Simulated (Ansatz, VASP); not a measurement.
One calculation of Zn2CdO3, two programs

```
CELL_PARAMETERS angstrom
3.74485 0.00000 0.00000
0.00000 3.74485 0.00000
0.00000 0.00000 6.46093
ATOMIC_POSITIONS crystal
Zn 0.50000 0.50000 0.56461
Zn 0.00000 0.00000 0.76672
Cd 0.00000 0.00000 0.23881
O 0.50000 0.00000 0.68632
O 0.00000 0.50000 0.68632
O 0.50000 0.50000 0.25379
```

Alike in both runs: functional PBE; k mesh 4 × 4 × 4; occupations gaussian, width 0.1 eV; collinear spin.

Ansatz relaxed the structure, and its values are those at the end. VASP's run is a single point on that final structure, the one shown.

|  | VASP | Ansatz |
| --- | --- | --- |
| version | VASP 6.6.1 | Ansatz 0.2.0 |
| potentials or method | VASP PAW PBE potentials, release 64 (Zn, Cd, O), cutoff 520 eV | scalar-relativistic, plane waves, PAW |
| valence electrons in the cell | 54 | 62 |

|  | VASP | Ansatz | Ansatz less VASP |
| --- | --- | --- | --- |
| gap on the k mesh at the Fermi level (eV) | none | none | - |
| pressure (GPa) | 0.8 | 0.0 | -0.75 |
| rms of the force components (eV/Å) | 0.029 | 0.007 | -0.0222 |
| net moment per atom (μB) | 0.00 | 0.00 | 0.000 |

A gap of «none» marks a metal or a gap that the smearing closes. VASP's potentials hold 54 valence electrons a cell and Ansatz's 62, so a difference there can come from the potentials and not from the codes. Ansatz's warnings: seeded moment not kept.

The k mesh is coarse, so the values compare programs but aren't converged.
